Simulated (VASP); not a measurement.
# Ba2SiIr3 (P6/mmm) in VASP: notebook

Runs on Ba2SiIr3. Level: PBE. Tasks: single point, relaxation of cell and atoms.

All numbers are computed with VASP 6.6.1; they aren't measurements. Logs are shortened: lines on timing, memory, paths and dates and some standing lists are left out, and cuts for length are marked.

### Step 1. The cell of the first run

Symmetry: P6/mmm, No. 191, hexagonal system. The conventional cell has a = 5.419 Å, b = 5.419 Å, c = 5.784 Å, α = 90.00°, β = 90.00°, γ = 120.00°. Ba (site symmetry -6m2) has 3 Ba at 3.13 Å and 3 Si at 3.13 Å and 6 Ir at 3.29 Å within 4.1 Å. Si (site symmetry 6/mmm) has 6 Ba at 3.13 Å and 12 Ir at 3.96 Å within 4.1 Å. Within 3.6 Å of Ir (site symmetry mmm) lie 4 Ir at 2.71 Å and 4 Ba at 3.29 Å.

### Step 2. Single point, PBE

Contents of INCAR:

```
PREC = Accurate ; ENCUT = 520
EDIFF = 1E-6 ; ISMEAR = 0
SIGMA = 0.1 ; LREAL = False
LASPH = True ; NELM = 60
ALGO = Normal ; ISIF = 2
LWAVE = False ; LCHARG = False
GGA = PE ; NBANDS = 34
```

Contents of KPOINTS:

```
regular mesh
0
Gamma
  3 3 4
```

Contents of POSCAR:

```
Ba2SiIr3
1.0
    5.4185558876      0.0000000000      0.0000000000
   -2.7092779438      4.6926070505      0.0000000000
    0.0000000000      0.0000000000      5.7841167913
Ba Si Ir
2 1 3
Direct
    0.3333333333      0.6666666667      0.0000000000
    0.6666666667      0.3333333333      0.0000000000
    0.0000000000      0.0000000000      0.0000000000
    0.5000000000      0.0000000000      0.5000000000
    0.5000000000      0.5000000000      0.5000000000
    0.0000000000      0.5000000000      0.5000000000
```

Potentials or basis: VASP PAW PBE potentials, release 64 (Ba_sv, Si, Ir).

Launch:

```sh
$ cat potpaw_PBE.64/Ba_sv/POTCAR potpaw_PBE.64/Si/POTCAR potpaw_PBE.64/Ir/POTCAR > POTCAR
$ mpirun -np 1 vasp_std > vasp.out
```

OUTCAR:

```text
PREC = Accurate
   ENCUT = 520
   EDIFF = 1E-6
   ISMEAR = 0
   LREAL = False
   LASPH = True
   NELM = 60
   ISIF = 2
   GGA = PE

 ion  position               nearest neighbor table
   1  0.333  0.667  0.000-   3 3.13   2 3.13   2 3.13   3 3.13   3 3.13   2 3.13   6 3.29   6 3.29
                             4 3.29   4 3.29   5 3.29   5 3.29
   2  0.667  0.333  0.000-   1 3.13   3 3.13   1 3.13   3 3.13   3 3.13   1 3.13   6 3.29   6 3.29
                             4 3.29   4 3.29   5 3.29   5 3.29
   3  0.000  0.000  0.000-   1 3.13   2 3.13   2 3.13   1 3.13   2 3.13   1 3.13
   4  0.500  0.000  0.500-   5 2.71   6 2.71   5 2.71   6 2.71   1 3.29   2 3.29   1 3.29   2 3.29

   5  0.500  0.500  0.500-   6 2.71   6 2.71   4 2.71   4 2.71   1 3.29   2 3.29   1 3.29   2 3.29

   6  0.000  0.500  0.500-   5 2.71   5 2.71   4 2.71   4 2.71   1 3.29   2 3.29   1 3.29   2 3.29

  LATTYP: Found a hexagonal cell.
 ALAT       =     5.4185558876
 C/A-ratio  =     1.0674646366

  Lattice vectors:

 A1 = (   5.4185558876,   0.0000000000,   0.0000000000)
 A2 = (  -2.7092779438,   4.6926070505,   0.0000000000)
 A3 = (   0.0000000000,   0.0000000000,   5.7841167913)

Analysis of symmetry for initial positions (statically):
=====================================================================
 Subroutine PRICEL returns:
 Original cell was already a primitive cell.

 Routine SETGRP: Setting up the symmetry group for a
 hexagonal supercell.

 Subroutine GETGRP returns: Found 24 space group operations
 (whereof 24 operations were pure point group operations)
 out of a pool of 24 trial point group operations.

The static configuration has the point symmetry D_6h.

Analysis of symmetry for dynamics (positions and initial velocities):
=====================================================================
 Subroutine PRICEL returns:
 Original cell was already a primitive cell.

 Routine SETGRP: Setting up the symmetry group for a
 hexagonal supercell.

 Subroutine GETGRP returns: Found 24 space group operations
 (whereof 24 operations were pure point group operations)
 out of a pool of 24 trial point group operations.

The dynamic configuration has the point symmetry D_6h.

 Subroutine INISYM returns: Found 24 space group operations
 (whereof 24 operations are pure point group operations),
 and found     1 'primitive' translations

----------------------------------------------------------------------------------------

                                     Primitive cell

  volume of cell :     147.0736

  direct lattice vectors                    reciprocal lattice vectors
     5.418555888  0.000000000  0.000000000     0.184551017  0.106550579  0.000000000
    -2.709277944  4.692607051  0.000000000     0.000000000  0.213101159  0.000000000
     0.000000000  0.000000000  5.784116791     0.000000000  0.000000000  0.172887242

  length of vectors
     5.418555888  5.418555888  5.784116791     0.213101159  0.213101159  0.172887242

  position of ions in fractional coordinates (direct lattice)
     0.333333333  0.666666667  0.000000000
     0.666666667  0.333333333  0.000000000
     0.000000000  0.000000000  0.000000000
     0.500000000  0.000000000  0.500000000
     0.500000000  0.500000000  0.500000000
     0.000000000  0.500000000  0.500000000

  ion indices of the primitive-cell ions
   primitive index   ion index
                 1           1
                 2           2
                 3           3
                 4           4
                 5           5
                 6           6

----------------------------------------------------------------------------------------

 KPOINTS: regular mesh

Automatic generation of k-mesh.
 Grid dimensions read from file:
 generate k-points for:    3    3    4

 Generating k-lattice:

  Cartesian coordinates                     Fractional coordinates (reciprocal lattice)
     0.061517006  0.035516860  0.000000000     0.333333333  0.000000000  0.000000000
     0.000000000  0.071033720  0.000000000     0.000000000  0.333333333  0.000000000
     0.000000000  0.000000000  0.043221811     0.000000000  0.000000000  0.250000000

  Length of vectors
     0.071033720  0.071033720  0.043221811

  Shift w.r.t. Gamma in fractional coordinates (k-lattice)
     0.000000000  0.000000000  0.000000000

 Subroutine IBZKPT returns following result:
 ===========================================

 Found      9 irreducible k-points:

 Following reciprocal coordinates:
            Coordinates               Weight
  0.000000  0.000000  0.000000      1.000000
  0.333333  0.000000  0.000000      6.000000
  0.333333  0.333333  0.000000      2.000000
  0.000000  0.000000  0.250000      2.000000
  0.333333  0.000000  0.250000     12.000000
  0.333333  0.333333  0.250000      4.000000
  0.000000  0.000000  0.500000      1.000000
  0.333333  0.000000  0.500000      6.000000
  0.333333  0.333333  0.500000      2.000000
   k-points           NKPTS =      9   k-points in BZ     NKDIM =      9   number of bands    NBANDS=     34
   number of dos      NEDOS =    301   number of ions     NIONS =      6
   total plane-waves  NPLWV =  76800
   dimension x,y,z NGX =    40 NGY =   40 NGZ =   48
   dimension x,y,z NGXF=    80 NGYF=   80 NGZF=   96
   ions per type =               2   1   3
   NGX,Y,Z   is equivalent  to a cutoff of  12.27, 12.27, 13.80 a.u.
   NGXF,Y,Z  is equivalent  to a cutoff of  24.54, 24.54, 27.59 a.u.
 SYSTEM =  unknown system
   PREC   = accura    normal or accurate (medium, high low for compatibility)
   ISTART =      0    job   : 0-new  1-cont  2-samecut
   ICHARG =      2    charge: 1-file 2-atom 10-const
   ISPIN  =      1    spin polarized calculation?
   LNONCOLLINEAR =      F non collinear calculations
   LSORBIT =      F    spin-orbit coupling
   LASPH  =      T    aspherical Exc in radial PAW
   ENCUT  =  520.0 eV  38.22 Ry    6.18 a.u.  10.07 10.07 10.75*2*pi/ulx,y,z
   NELM   =     60;   NELMIN=  2; NELMDL= -5     # of ELM steps
   EDIFF  = 0.1E-05   stopping-criterion for ELM
   LREAL  =      F    real-space projection
   EDIFFG = 0.1E-04   stopping-criterion for IOM
   NSW    =      0    number of steps for IOM
   IBRION =     -1    ionic relax: 0-MD 1-quasi-New 2-CG
   NFREE  =      0    steps in history (QN), initial steepest desc. (CG)
   ISIF   =      2    stress and relaxation
   ISYM   =      2    0-nonsym 1-usesym 2-fastsym
   POTIM  = 0.5000    time-step for ionic-motion
   TEBEG  =    0.0;   TEEND  =   0.0 temperature during run
   PSTRESS=    0.0 pullay stress
   NELECT =      51.0000    total number of electrons
   NUPDOWN=      -1.0000    fix difference up-down
   EMIN   =  10.00;   EMAX   =-10.00  energy-range for DOS
   EFERMI =   0.00;   METHOD = LEGACY
   ISMEAR =     0;   SIGMA  =   0.10  broadening in eV -4-tet -1-fermi 0-gaus
   EFERMI_NEDOS =   21; number of points for ismear=-14 and -15
   IALGO  =     38    algorithm
   IMIX   =      4    mixing-type and parameters
     AMIX     =   0.40;   BMIX     =  1.00
     AMIX_MAG =   1.60;   BMIX_MAG =  1.00
  volume/ion in A,a.u.               =      24.51       165.42
  Fermi-wavevector in a.u.,A,eV,Ry     =   1.150147  2.173462 17.998300  1.322838
  Thomas-Fermi vector in A             =   2.286812
   LORBIT       =      0    0 simple, 1 ext, 2 COOP (PROOUT), +10 PAW based schemes
   GGA     = PE    functional components
   LHFCALC =     F    Hartree Fock is set to
   AEXX    =    0.0000 exact exchange contribution
   IVDW    =     0    specifies the selected vdW correction
   LEPSILON=     F    determine dielectric tensor
   LRPA    =     F    only Hartree local field effects (RPA)
 non-spin polarized calculation
 Gauss-broadening in eV      SIGMA  =   0.10
  energy-cutoff  :      520.00
  volume of cell :      147.07
 maximum number of plane-waves:      3975
   NGX = 21   NGY = 21   NGZ = 21

 number of electron      50.9999997 magnetization

 Free energy of the ion-electron system (eV)
  ---------------------------------------------------
  ext. energy  EPLUGINS =         0.00000000
  ---------------------------------------------------
  free energy    TOTEN  =       -30.34674801 eV

  energy without entropy =      -30.32051153  energy(sigma->0) =      -30.33362977

 E-fermi :   4.2835     XC(G=0): -10.5156

 val. band max:        4.2005457380   @ k =   0.3333   0.0000   0.0000
 cond. band min:       4.2874091560   @ k =   0.0000   0.0000   0.0000
 fundamental gap:      0.0868634180
 Fermi energy:         4.2835067844

 k-point     1 :       0.0000    0.0000    0.0000
  band No.  band energies     occupation
      1     -23.2496      2.00000
      2     -22.2833      2.00000
      3      -9.5579      2.00000
      4      -9.5579      2.00000
      5      -8.5101      2.00000
      6      -7.6733      2.00000
[... 26 lines left out ...]
     33       8.7730      0.00000
     34       8.7921      0.00000

 k-point     2 :       0.3333    0.0000    0.0000
  band No.  band energies     occupation
      1     -23.0622      2.00000
      2     -22.5072      2.00000
      3      -9.7744      2.00000
      4      -9.3229      2.00000
      5      -8.3394      2.00000
      6      -7.8585      2.00000
[... 26 lines left out ...]
     33       7.7607      0.00000
     34       8.7646      0.00000

 k-point     3 :       0.3333    0.3333    0.0000
  band No.  band energies     occupation
      1     -22.7936      2.00000
      2     -22.7936      2.00000
      3     -10.0764      2.00000
      4      -8.4349      2.00000
      5      -8.4349      2.00000
      6      -8.1024      2.00000
[... 26 lines left out ...]
     33       6.8385      0.00000
     34       6.8385      0.00000
[... 149 lines left out ...]
 k-point     8 :       0.3333    0.0000    0.5000
  band No.  band energies     occupation
      1     -23.0575      2.00000
      2     -22.5074      2.00000
      3      -9.7471      2.00000
      4      -9.3031      2.00000
      5      -8.5127      2.00000
      6      -7.8311      2.00000
[... 26 lines left out ...]
     33       8.5123      0.00000
     34       8.7905      0.00000

 k-point     9 :       0.3333    0.3333    0.5000
  band No.  band energies     occupation
      1     -22.7912      2.00000
      2     -22.7912      2.00000
      3     -10.0529      2.00000
      4      -8.4208      2.00000
      5      -8.4208      2.00000
      6      -8.1805      2.00000
[... 26 lines left out ...]
     33       7.1423      0.00000
     34       8.3447      0.00000

------------------------ aborting loop because EDIFF is reached ----------------------------------------

  FORCE on cell =-STRESS in cart. coord.  units (eV):
  Direction    XX          YY          ZZ          XY          YZ          ZX
  --------------------------------------------------------------------------------------
  -------------------------------------------------------------------------------------
  Total        1.1290146      1.1290146      1.7057031      0.0000000     -0.0000000      0.0000000
  in kB       12.2991573     12.2991573     18.5814340      0.0000000     -0.0000000      0.0000000
  external PRESSURE =      14.3932495 kB  Pullay stress =       0.0000000 kB

 VOLUME and BASIS-vectors are now :
 -----------------------------------------------------------------------------
  energy-cutoff  :      520.00
  volume of cell :      147.07
      direct lattice vectors                 reciprocal lattice vectors
     5.418555888  0.000000000  0.000000000     0.184551017  0.106550579  0.000000000
    -2.709277944  4.692607051  0.000000000     0.000000000  0.213101159  0.000000000
     0.000000000  0.000000000  5.784116791     0.000000000  0.000000000  0.172887242

 POSITION                                       TOTAL-FORCE (eV/Angst)
 -----------------------------------------------------------------------------------
     -0.00000      3.12840      0.00000         0.000000     -0.000000     -0.000000
      2.70928      1.56420      0.00000         0.000000      0.000000      0.000000
      0.00000      0.00000      0.00000        -0.000000      0.000000      0.000000
      2.70928      0.00000      2.89206        -0.000000      0.000000      0.000000
      1.35464      2.34630      2.89206        -0.000000      0.000000      0.000000
     -1.35464      2.34630      2.89206        -0.000000      0.000000      0.000000
 -----------------------------------------------------------------------------------
    total drift:                               -0.000000     -0.000000     -0.000000

  FREE ENERGIE OF THE ION-ELECTRON SYSTEM (eV)
  ---------------------------------------------------
  free  energy   TOTEN  =       -30.3467480148 eV

  energy  without entropy=      -30.3205115314  energy(sigma->0) =      -30.33362977
```

It took 45 s on 1 thread of Intel Xeon Platinum 8259CL at 2.50GHz (Skylake/Cascade Lake), shared host; peak memory 0.28 GiB.

Results:

```yaml
Free_energy: -30.3467 eV
Pressure: 1.4 GPa
Band_gap_on_the_k_mesh: zero (an odd number of electrons rules out a gap without spin polarisation)
```

Stress tensor (GPa, compression positive):
```
1.23 0.00 0.00
0.00 1.23 0.00
0.00 0.00 1.86
```

Caveat: the k points lie up to 0.45 Å⁻¹ apart, too coarse for converged energies and pressures of a metal; spin-orbit coupling is left out, which moves the levels of the heavy elements.

### Step 3. Relaxation of cell and atoms, PBE

This run uses another cell than the first one, of 21.39 Å³/atom.

Contents of INCAR:

```
SYSTEM = Ba2SiIr3
PREC = Accurate
ENCUT = 600
EDIFF = 1E-6
ISMEAR = 0
SIGMA = 0.1
LREAL = .FALSE.
LASPH = .TRUE.
NELM = 100
ALGO = Fast
ISIF = 3
LWAVE = .FALSE.
LCHARG = .FALSE.
GGA = PE
IBRION = 2
NSW = 90
EDIFFG = -0.04
```

Contents of KPOINTS:

```
regular mesh
0
G
  3 3 4
  0 0 0
```

POSCAR, as its differences from that of step 2:

```diff
@@ -2,5 +2,5 @@
 1.0
-    5.4185558876      0.0000000000      0.0000000000
-   -2.7092779438      4.6926070505      0.0000000000
-    0.0000000000      0.0000000000      5.7841167913
+    6.1870245317      0.0000000000      0.0000000000
+   -3.0935122659      5.3581204182      0.0000000000
+    0.0000000000      0.0000000000      3.8715028232
 Ba Si Ir
```

Potentials or basis: VASP PAW PBE potentials, release 64 (Ba_sv, Si, Ir).

Launch:

```sh
$ cat potpaw_PBE.64/Ba_sv/POTCAR potpaw_PBE.64/Si/POTCAR potpaw_PBE.64/Ir/POTCAR > POTCAR
$ mpirun -np 1 vasp_std > vasp.out
```

It took 21 min on 1 thread of Intel Xeon Platinum 8259CL at 2.50GHz (Skylake/Cascade Lake), shared host; peak memory 0.31 GiB.

The run converged. Its results:

| Item | Value |
| --- | --- |
| Free energy | -30.3470 eV |
| Relaxed volume | 24.95 Å³/atom |
| Relaxed cell | a = 5.437 Å, b = 5.437 Å, c = 5.848 Å, α = 90.00°, β = 90.00°, γ = 120.00° |
| Space group after relaxing (to 0.1 Å) | P6/mmm (No. 191) |
| Pressure after relaxing | 0.0 GPa |
| Band gap on the k mesh | zero (an odd number of electrons rules out a gap without spin polarisation) |

Final structure:
```
CELL_PARAMETERS angstrom
5.43716 0.00000 0.00000
-2.71858 4.70872 0.00000
0.00000 0.00000 5.84768
ATOMIC_POSITIONS crystal
Ba 0.33333 0.66667 0.00000
Ba 0.66667 0.33333 0.00000
Si 0.00000 0.00000 0.00000
Ir 0.50000 0.00000 0.50000
Ir 0.50000 0.50000 0.50000
Ir 0.00000 0.50000 0.50000
```

Levels at points of the mesh, in eV from the Fermi level:
```tsv
k point	band 22	band 23	band 24	band 25	band 26	band 27	band 28	band 29	band 30
(0.00, 0.00, 0.00)	0.00	0.05	0.08	0.08	0.18	0.18	1.09	1.53	2.33
(0.00, 0.00, 0.50)	0.04	0.07	0.07	0.44	0.44	0.50	2.20	2.20	2.33
```

Caveat: the k points lie up to 0.44 Å⁻¹ apart in the final cell, too coarse for converged energies and pressures of a metal; the volume moved by over 15 % at a fixed basis, so the end points are rough; spin-orbit coupling is left out, which moves the levels of the heavy elements.

The gap in the log of VASP goes by the Fermi energy; the results here count the filled bands.